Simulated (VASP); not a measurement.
# NaCl (I4/mmm) in VASP: notebook

NaCl is run at these levels: LDA; tasks: single point.

All numbers are computed with VASP 6.6.1; they aren't measurements. Logs are shortened: lines on timing, memory, paths and dates and some standing lists are left out, and cuts for length are marked.

## (1) The cell of the first run

The structure is tetragonal, space group I4/mmm (No. 139). The conventional cell has a = 3.845 Å, b = 3.845 Å, c = 5.478 Å, α = 90.00°, β = 90.00°, γ = 90.00°. Na (site symmetry 4/mmm) has 6 Cl at 2.72 to 2.74 Å within 3.6 Å. Cl (site symmetry 4/mmm) has 6 Na at 2.72 to 2.74 Å within 3.6 Å.

## (2) Single point, LDA (in-plane strain -0.005, then relaxed in part)

INCAR

```
SYSTEM = NaCl
  PREC = Accurate
  ENCUT = 520
  EDIFF = 1E-7
  ISMEAR = 0
  SIGMA = 0.01
  LREAL = .FALSE.
  LASPH = .TRUE.
  NELM = 60
  ALGO = Normal
  ISIF = 2
  LWAVE = .FALSE.
  LCHARG = .FALSE.
  GGA = CA
  NBANDS = 14
```

KPOINTS

```
regular mesh
0
G
  8 8 8
  0 0 0
```

POSCAR

```
NaCl
1.0
    2.7185332446      2.7185332446      0.0000000000
   -2.7185332446      2.7185332446      0.0000000000
    0.0000000000      2.7185332446      2.7389152935
Na Cl
1 1
Direct
    0.0000000000      0.0000000000      0.0000000000
    0.5000000000      0.5000000000      0.0000000000
```

Potentials or basis: VASP PAW LDA potentials, release 64 (Na_pv, Cl).

Command:

```bash
$ cat potpaw_LDA.64/Na_pv/POTCAR potpaw_LDA.64/Cl/POTCAR > POTCAR
$ mpirun -np 1 vasp_std > vasp.out
```

OUTCAR:

```text
SYSTEM = NaCl
   PREC = Accurate
   ENCUT = 520
   EDIFF = 1E-7
   ISMEAR = 0
   LREAL = .FALSE.
   LASPH = .TRUE.
   NELM = 60
   ISIF = 2
   GGA = CA

 ion  position               nearest neighbor table
   1  0.000  0.000  0.000-   2 2.72   2 2.72   2 2.72   2 2.72
   2  0.500  0.500  0.000-   1 2.72   1 2.72   1 2.72   1 2.72

  LATTYP: Found a body centered tetragonal cell.
 ALAT       =     3.8445865843
 C/A-ratio  =     1.4248165484

  Lattice vectors:

 A1 = (   2.7185332446,   0.0000000000,  -2.7389152935)
 A2 = (  -2.7185332446,   0.0000000000,  -2.7389152935)
 A3 = (   0.0000000000,   2.7185332446,   2.7389152935)

Analysis of symmetry for initial positions (statically):
=====================================================================
 Subroutine PRICEL returns:
 Original cell was already a primitive cell.

 Routine SETGRP: Setting up the symmetry group for a
 body centered tetragonal supercell.

 Subroutine GETGRP returns: Found 16 space group operations
 (whereof 16 operations were pure point group operations)
 out of a pool of 16 trial point group operations.

The static configuration has the point symmetry D_4h.

Analysis of symmetry for dynamics (positions and initial velocities):
=====================================================================
 Subroutine PRICEL returns:
 Original cell was already a primitive cell.

 Routine SETGRP: Setting up the symmetry group for a
 body centered tetragonal supercell.

 Subroutine GETGRP returns: Found 16 space group operations
 (whereof 16 operations were pure point group operations)
 out of a pool of 16 trial point group operations.

The dynamic configuration has the point symmetry D_4h.

 Subroutine INISYM returns: Found 16 space group operations
 (whereof 16 operations are pure point group operations),
 and found     1 'primitive' translations

----------------------------------------------------------------------------------------

                                     Primitive cell

  volume of cell :      40.4835

  direct lattice vectors                    reciprocal lattice vectors
     2.718533245  2.718533245  0.000000000     0.183922709  0.183922709 -0.182554021
    -2.718533245  2.718533245  0.000000000    -0.183922709  0.183922709 -0.182554021
     0.000000000  2.718533245  2.738915293     0.000000000  0.000000000  0.365108042

  length of vectors
     3.844586584  3.844586584  3.859025782     0.317775230  0.317775230  0.365108042

  position of ions in fractional coordinates (direct lattice)
     0.000000000  0.000000000  0.000000000
     0.500000000  0.500000000  0.000000000

  ion indices of the primitive-cell ions
   primitive index   ion index
                 1           1
                 2           2

----------------------------------------------------------------------------------------

 KPOINTS: regular mesh

Automatic generation of k-mesh.
 Grid dimensions read from file:
 generate k-points for:    8    8    8

 Generating k-lattice:

  Cartesian coordinates                     Fractional coordinates (reciprocal lattice)
     0.022990339  0.022990339 -0.022819253     0.125000000  0.000000000  0.000000000
    -0.022990339  0.022990339 -0.022819253     0.000000000  0.125000000  0.000000000
     0.000000000  0.000000000  0.045638505     0.000000000  0.000000000  0.125000000

  Length of vectors
     0.039721904  0.039721904  0.045638505

  Shift w.r.t. Gamma in fractional coordinates (k-lattice)
     0.000000000  0.000000000  0.000000000

 Subroutine IBZKPT returns following result:
 ===========================================

 Found     59 irreducible k-points:

 Following reciprocal coordinates:
            Coordinates               Weight
  0.000000  0.000000  0.000000      1.000000
  0.125000  0.000000  0.000000      8.000000
  0.250000  0.000000  0.000000      8.000000
  0.375000  0.000000 -0.000000      8.000000
  0.500000  0.000000  0.000000      4.000000
  0.125000  0.125000  0.000000      8.000000
[... 16 lines left out ...]
  0.250000  0.000000  0.125000      4.000000
  0.375000  0.000000  0.125000      8.000000
 [... further k-points ...]
   k-points           NKPTS =     59   k-points in BZ     NKDIM =     59   number of bands    NBANDS=     14
   number of dos      NEDOS =    301   number of ions     NIONS =      2
   total plane-waves  NPLWV =  27000
   dimension x,y,z NGX =    30 NGY =   30 NGZ =   30
   dimension x,y,z NGXF=    60 NGYF=   60 NGZF=   60
   ions per type =               1   1
   NGX,Y,Z   is equivalent  to a cutoff of  12.97, 12.97, 12.92 a.u.
   NGXF,Y,Z  is equivalent  to a cutoff of  25.94, 25.94, 25.85 a.u.
 SYSTEM =  NaCl
   PREC   = accura    normal or accurate (medium, high low for compatibility)
   ISTART =      0    job   : 0-new  1-cont  2-samecut
   ICHARG =      2    charge: 1-file 2-atom 10-const
   ISPIN  =      1    spin polarized calculation?
   LNONCOLLINEAR =      F non collinear calculations
   LSORBIT =      F    spin-orbit coupling
   LASPH  =      T    aspherical Exc in radial PAW
   ENCUT  =  520.0 eV  38.22 Ry    6.18 a.u.   7.15  7.15  7.18*2*pi/ulx,y,z
   NELM   =     60;   NELMIN=  2; NELMDL= -5     # of ELM steps
   EDIFF  = 0.1E-06   stopping-criterion for ELM
   LREAL  =      F    real-space projection
   EDIFFG = 0.1E-05   stopping-criterion for IOM
   NSW    =      0    number of steps for IOM
   IBRION =     -1    ionic relax: 0-MD 1-quasi-New 2-CG
   NFREE  =      0    steps in history (QN), initial steepest desc. (CG)
   ISIF   =      2    stress and relaxation
   ISYM   =      2    0-nonsym 1-usesym 2-fastsym
   POTIM  = 0.5000    time-step for ionic-motion
   TEBEG  =    0.0;   TEEND  =   0.0 temperature during run
   PSTRESS=    0.0 pullay stress
   NELECT =      14.0000    total number of electrons
   NUPDOWN=      -1.0000    fix difference up-down
   EMIN   =  10.00;   EMAX   =-10.00  energy-range for DOS
   EFERMI =   0.00;   METHOD = LEGACY
   ISMEAR =     0;   SIGMA  =   0.01  broadening in eV -4-tet -1-fermi 0-gaus
   EFERMI_NEDOS =   21; number of points for ismear=-14 and -15
   IALGO  =     38    algorithm
   IMIX   =      4    mixing-type and parameters
     AMIX     =   0.40;   BMIX     =  1.00
     AMIX_MAG =   1.60;   BMIX_MAG =  1.00
  volume/ion in A,a.u.               =      20.24       136.60
  Fermi-wavevector in a.u.,A,eV,Ry     =   1.149101  2.171486 17.965584  1.320433
  Thomas-Fermi vector in A             =   2.285772
   LORBIT       =      0    0 simple, 1 ext, 2 COOP (PROOUT), +10 PAW based schemes
   GGA     = CA    functional components
   LHFCALC =     F    Hartree Fock is set to
   AEXX    =    0.0000 exact exchange contribution
   IVDW    =     0    specifies the selected vdW correction
   LEPSILON=     F    determine dielectric tensor
   LRPA    =     F    only Hartree local field effects (RPA)
 non-spin polarized calculation
 Gauss-broadening in eV      SIGMA  =   0.01
  energy-cutoff  :      520.00
  volume of cell :       40.48
 maximum number of plane-waves:      1107
 NGX is ok and might be reduce to    30
   NGX = 15   NGY = 15   NGZ = 15

 number of electron      13.9999994 magnetization

 Free energy of the ion-electron system (eV)
  ---------------------------------------------------
  ext. energy  EPLUGINS =         0.00000000
  ---------------------------------------------------
  free energy    TOTEN  =        -7.38860264 eV

  energy without entropy =       -7.38860264  energy(sigma->0) =       -7.38860264

 E-fermi :  -0.2469     XC(G=0):  -9.1715

 val. band max:       -0.3038472520   @ k =   0.0000   0.0000   0.0000
 cond. band min:       4.8065735790   @ k =   0.0000   0.0000   0.0000
 fundamental gap:      5.1104208310
 Fermi energy:        -0.2469422648

 k-point     1 :       0.0000    0.0000    0.0000
  band No.  band energies     occupation
      1     -20.9246      2.00000
      2     -20.9246      2.00000
      3     -20.9246      2.00000
      4     -13.1520      2.00000
      5      -0.3087      2.00000
      6      -0.3087      2.00000
      7      -0.3038      2.00000
      8       4.8066      0.00000
      9      10.5874      0.00000
     10      10.6483      0.00000
     11      10.6483      0.00000
     12      12.9460      0.00000
     13      13.0457      0.00000
     14      14.5371      0.00000

 k-point     2 :       0.1250    0.0000    0.0000
  band No.  band energies     occupation
      1     -20.9321      2.00000
      2     -20.9251      2.00000
      3     -20.9251      2.00000
      4     -13.0859      2.00000
      5      -0.7680      2.00000
      6      -0.3606      2.00000
      7      -0.3598      2.00000
      8       5.3630      0.00000
      9      10.0718      0.00000
     10      10.8276      0.00000
     11      10.8720      0.00000
     12      12.7019      0.00000
     13      12.7864      0.00000
     14      15.5911      0.00000

 k-point     3 :       0.2500    0.0000    0.0000
  band No.  band energies     occupation
      1     -20.9501      2.00000
      2     -20.9264      2.00000
      3     -20.9262      2.00000
      4     -12.9204      2.00000
      5      -1.6598      2.00000
      6      -0.4858      2.00000
      7      -0.4810      2.00000
      8       6.3413      0.00000
      9       9.6368      0.00000
     10      10.9702      0.00000
     11      11.0423      0.00000
     12      12.9675      0.00000
     13      13.0008      0.00000
     14      15.6598      0.00000

 k-point     4 :       0.3750    0.0000   -0.0000
  band No.  band energies     occupation
      1     -20.9677      2.00000
      2     -20.9277      2.00000
      3     -20.9273      2.00000
      4     -12.7457      2.00000
      5      -2.3923      2.00000
      6      -0.6052      2.00000
      7      -0.5953      2.00000
      8       6.7412      0.00000
      9      10.2333      0.00000
     10      10.7042      0.00000
     11      10.7859      0.00000
     12      14.4512      0.00000
     13      14.4551      0.00000
     14      15.0865      0.00000

 k-point     5 :       0.5000    0.0000    0.0000
  band No.  band energies     occupation
      1     -20.9749      2.00000
      2     -20.9282      2.00000
      3     -20.9277      2.00000
      4     -12.6702      2.00000
      5      -2.6687      2.00000
      6      -0.6530      2.00000
      7      -0.6410      2.00000
      8       6.7585      0.00000
      9      10.5688      0.00000
     10      10.6508      0.00000
     11      10.8085      0.00000
[... 276 lines left out ...]
 k-point    22 :       0.0000    0.0000    0.1250
  band No.  band energies     occupation
      1     -20.9315      2.00000
      2     -20.9265      2.00000
      3     -20.9265      2.00000
      4     -13.0674      2.00000
      5      -0.7933      2.00000
      6      -0.4285      2.00000
      7      -0.4285      2.00000
      8       5.5464      0.00000
      9       9.7025      0.00000
     10      11.0858      0.00000
     11      11.0858      0.00000
     12      11.9658      0.00000
     13      13.2759      0.00000
     14      16.0175      0.00000

 k-point    23 :       0.2500    0.0000    0.1250
  band No.  band energies     occupation
      1     -20.9413      2.00000
      2     -20.9285      2.00000
      3     -20.9249      2.00000
      4     -12.9870      2.00000
      5      -1.2528      2.00000
      6      -0.5701      2.00000
      7      -0.3992      2.00000
      8       6.0911      0.00000
      9       9.5242      0.00000
     10      10.9757      0.00000
     11      11.2312      0.00000
     12      12.0700      0.00000
     13      13.2442      0.00000
     14      16.6781      0.00000

 k-point    24 :       0.3750    0.0000    0.1250
  band No.  band energies     occupation
      1     -20.9565      2.00000
      2     -20.9316      2.00000
      3     -20.9260      2.00000
      4     -12.8220      2.00000
      5      -1.9425      2.00000
      6      -0.8033      2.00000
      7      -0.5180      2.00000
      8       6.9941      0.00000
      9       9.3966      0.00000
     10      10.5524      0.00000
     11      11.2650      0.00000
     12      12.5375      0.00000
     13      14.5216      0.00000
     14      16.4781      0.00000

 [... further k-points ...]

------------------------ aborting loop because EDIFF is reached ----------------------------------------

  FORCE on cell =-STRESS in cart. coord.  units (eV):
  Direction    XX          YY          ZZ          XY          YZ          ZX
  --------------------------------------------------------------------------------------
  -------------------------------------------------------------------------------------
  Total        0.1004980      0.1004980     -0.0112346      0.0000000      0.0000000      0.0000000
  in kB        3.9773180      3.9773180     -0.4446221      0.0000000      0.0000000      0.0000000
  external PRESSURE =       2.5033380 kB  Pullay stress =       0.0000000 kB

 VOLUME and BASIS-vectors are now :
 -----------------------------------------------------------------------------
  energy-cutoff  :      520.00
  volume of cell :       40.48
      direct lattice vectors                 reciprocal lattice vectors
     2.718533245  2.718533245  0.000000000     0.183922709  0.183922709 -0.182554021
    -2.718533245  2.718533245  0.000000000    -0.183922709  0.183922709 -0.182554021
     0.000000000  2.718533245  2.738915293     0.000000000  0.000000000  0.365108042

 POSITION                                       TOTAL-FORCE (eV/Angst)
 -----------------------------------------------------------------------------------
      0.00000      0.00000      0.00000        -0.000000     -0.000000      0.000000
      0.00000      2.71853      0.00000         0.000000      0.000000      0.000000
 -----------------------------------------------------------------------------------
    total drift:                               -0.000000      0.000000      0.000000

  FREE ENERGIE OF THE ION-ELECTRON SYSTEM (eV)
  ---------------------------------------------------
  free  energy   TOTEN  =        -7.3886026362 eV

  energy  without entropy=       -7.3886026362  energy(sigma->0) =       -7.38860264
```

Run time: 64 s. Hardware: 1 thread of AMD EPYC 7R13, shared host; peak memory 0.13 GiB.

What came out:

| Item | Value |
| --- | --- |
| Free energy | -7.3886 eV |
| Pressure | 0.3 GPa |
| Band gap on the k mesh | 5.11 eV, direct |

Caveat: the cell differs from its parent crystal (in-plane strain -0.005, then relaxed in part).

## (3) Single point, LDA (in-plane strain -0.005)

INCAR

```
SYSTEM = NaCl
ALGO = Normal
EDIFF = 1E-6
ENCUT = 520
GGA = CA
ISIF = 2
ISMEAR = 0
LASPH = .TRUE.
LCHARG = .TRUE.
LELF = .TRUE.
LREAL = .FALSE.
LVHAR = .TRUE.
LWAVE = .FALSE.
NBANDS = 14
NELM = 80
PREC = Accurate
SIGMA = 0.01
```

KPOINTS

```
k-points
0
G
  8 8 8
  0 0 0
```

Changes to POSCAR since step 2:

```diff
@@ -4,3 +4,3 @@
    -2.7185332446      2.7185332446      0.0000000000
-    0.0000000000      2.7185332446      2.7389152935
+    0.0000000000      2.7185332446      2.7403907984
 Na Cl
```

Potentials or basis: VASP PAW LDA potentials, release 64 (Na_pv, Cl).

Command:

```bash
$ cat potpaw_LDA.64/Na_pv/POTCAR potpaw_LDA.64/Cl/POTCAR > POTCAR
$ mpirun -np 1 vasp_std > vasp.out
```

OUTCAR:

```text
SYSTEM = NaCl
   EDIFF = 1E-6
   ENCUT = 520
   GGA = CA
   ISIF = 2
   ISMEAR = 0
   LASPH = .TRUE.
   LREAL = .FALSE.
   NELM = 80
   PREC = Accurate

 ion  position               nearest neighbor table
   1  0.000  0.000  0.000-   2 2.72   2 2.72   2 2.72   2 2.72
   2  0.500  0.500  0.000-   1 2.72   1 2.72   1 2.72   1 2.72

  LATTYP: Found a body centered tetragonal cell.
 ALAT       =     3.8445865843
 C/A-ratio  =     1.4255841237

  Lattice vectors:

 A1 = (   2.7185332446,   0.0000000000,  -2.7403907984)
 A2 = (  -2.7185332446,   0.0000000000,  -2.7403907984)
 A3 = (   0.0000000000,   2.7185332446,   2.7403907984)

Analysis of symmetry for initial positions (statically):
=====================================================================
 Subroutine PRICEL returns:
 Original cell was already a primitive cell.

 Routine SETGRP: Setting up the symmetry group for a
 body centered tetragonal supercell.

 Subroutine GETGRP returns: Found 16 space group operations
 (whereof 16 operations were pure point group operations)
 out of a pool of 16 trial point group operations.

The static configuration has the point symmetry D_4h.

[... 175 lines left out ...]
      6      -0.3125      2.00000
      7      -0.3073      2.00000
      8       4.8005      0.00000
      9      10.5805      0.00000
     10      10.6458      0.00000
     11      10.6458      0.00000
     12      12.9377      0.00000
     13      13.0445      0.00000
     14      14.5313      0.00000
[... 377 lines left out ...]
      1     -20.9614      2.00000
      2     -20.9366      2.00000
      3     -20.9309      2.00000
      4     -12.8245      2.00000
      5      -1.9456      2.00000
      6      -0.8064      2.00000
      7      -0.5212      2.00000
      8       6.9880      0.00000
      9       9.3905      0.00000
     10      10.5467      0.00000
     11      11.2626      0.00000
     12      12.5339      0.00000
     13      14.5156      0.00000
     14      16.4673      0.00000

 [... further k-points ...]

------------------------ aborting loop because EDIFF is reached ----------------------------------------

  FORCE on cell =-STRESS in cart. coord.  units (eV):
  Direction    XX          YY          ZZ          XY          YZ          ZX
  --------------------------------------------------------------------------------------
  -------------------------------------------------------------------------------------
  Total        0.1074681      0.1074681     -0.0118198      0.0000000     -0.0000000     -0.0000000
  in kB        4.2508733      4.2508733     -0.4675299      0.0000000     -0.0000000     -0.0000000
  external PRESSURE =       2.6780722 kB  Pullay stress =       0.0000000 kB

 VOLUME and BASIS-vectors are now :
 -----------------------------------------------------------------------------
  energy-cutoff  :      520.00
  volume of cell :       40.51
      direct lattice vectors                 reciprocal lattice vectors
     2.718533245  2.718533245  0.000000000     0.183922709  0.183922709 -0.182455729
    -2.718533245  2.718533245  0.000000000    -0.183922709  0.183922709 -0.182455729
     0.000000000  2.718533245  2.740390798     0.000000000  0.000000000  0.364911457

 POSITION                                       TOTAL-FORCE (eV/Angst)
 -----------------------------------------------------------------------------------
      0.00000      0.00000      0.00000         0.000000     -0.000000      0.000000
      0.00000      2.71853      0.00000        -0.000000      0.000000      0.000000
 -----------------------------------------------------------------------------------
    total drift:                               -0.000000      0.000000      0.000000

  FREE ENERGIE OF THE ION-ELECTRON SYSTEM (eV)
  ---------------------------------------------------
  free  energy   TOTEN  =        -7.3885975927 eV

  energy  without entropy=       -7.3885975927  energy(sigma->0) =       -7.38859759
```

Wall time 63 s (1 thread of AMD EPYC 7R13, shared host); peak memory 0.13 GiB.

Results:

| Quantity | Value |
| --- | --- |
| Free energy | -7.3886 eV |
| Pressure | 0.3 GPa |
| Band gap on the k mesh | 5.11 eV, direct |

Levels at points of the mesh, in eV from the valence-band top:
| k point | band 3 | band 4 | band 5 | band 6 | band 7 | band 8 | band 9 | band 10 | band 11 | band 12 |
| --- | --- | --- | --- | --- | --- | --- | --- | --- | --- | --- |
| (0.00, 0.00, 0.00) | -20.62 | -12.85 | -0.01 | -0.01 | 0.00 | 5.11 | 10.89 | 10.95 | 10.95 | 13.24 |
| (0.50, 0.00, 0.00) | -20.63 | -12.37 | -2.36 | -0.35 | -0.34 | 7.06 | 10.87 | 10.96 | 11.11 | 15.21 |
| (0.50, 0.50, 0.00) | -20.64 | -12.31 | -2.03 | -0.75 | -0.73 | 7.45 | 7.61 | 11.70 | 15.17 | 15.29 |
| (0.00, 0.00, 0.50) | -20.64 | -12.32 | -2.04 | -0.72 | -0.72 | 7.46 | 7.64 | 11.62 | 15.29 | 15.29 |

Caveat: the cell differs from its parent crystal (in-plane strain -0.005).

[end of part 1 of 2]
